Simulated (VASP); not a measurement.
Runs of VASP 6.6.1 on WAu. The structure is that of space group F-43m (No. 216), or close to it. The cells are those of the table. 

| task | level | spin | cell | k mesh | cutoff (eV) | grid for exact exchange (PRECFOCK) | share of exact exchange | screening parameter | gap on the mesh (eV) | pressure (GPa) |
| --- | --- | --- | --- | --- | --- | --- | --- | --- | --- | --- |
| relaxation of cell and atoms | r2SCAN | off | relaxed to 2 GPa from a = 4.114 Å, angles 60.0°, 2 atoms | 8 × 8 × 8 | 600 | - | - | - | none | 2.0 |
| single point | r2SCAN | off | a = 3.934 Å, angles 60.0°, 2 atoms | 8 × 8 × 8 | 520 | - | - | - | none | (a) |
| relaxation of the atoms | PBE | off | atoms relaxed from a = 4.114 Å, angles 60.0°, 2 atoms | 8 × 8 × 8 | 520 | - | - | - | none | 0.1 |
| relaxation of cell and atoms | r2SCAN | off | relaxed from a = 4.114 Å, angles 60.0°, 2 atoms | 8 × 8 × 8 | 600 | - | - | - | none | 0.0 |
| single point | HSE06 | non-collinear, zero start, SOC | a = 4.114 Å, angles 60.0°, 2 atoms | 4 × 4 × 4 | 520 | Normal | 0.25 | 0.2079 1/Å | - | -3.1 |

Alike in all rows: potentials or basis VASP PAW PBE potentials, release 64 (W_sv, Au); smearing fermi-dirac 0.05 eV.

Fill in the values left out.

(a) 20.8.

Caveats: some runs use coarse meshes; the PAW data sets were made with another functional, which shifts forces and pressure a little (at least some runs); spin-orbit coupling is left out, which moves the levels of the heavy elements (at least some runs); the cell is relaxed towards a set pressure, so the run minimises the enthalpy, not the energy (at least some runs); the cell stands under pressure (at least some runs); the relaxation stopped at its first step, so nothing moved (at least some runs).

A k mesh can miss the band edges, and rows without SOC leave out spin-orbit coupling on Au, W.

A gap of «none» marks levels without a gap at the run's occupations.
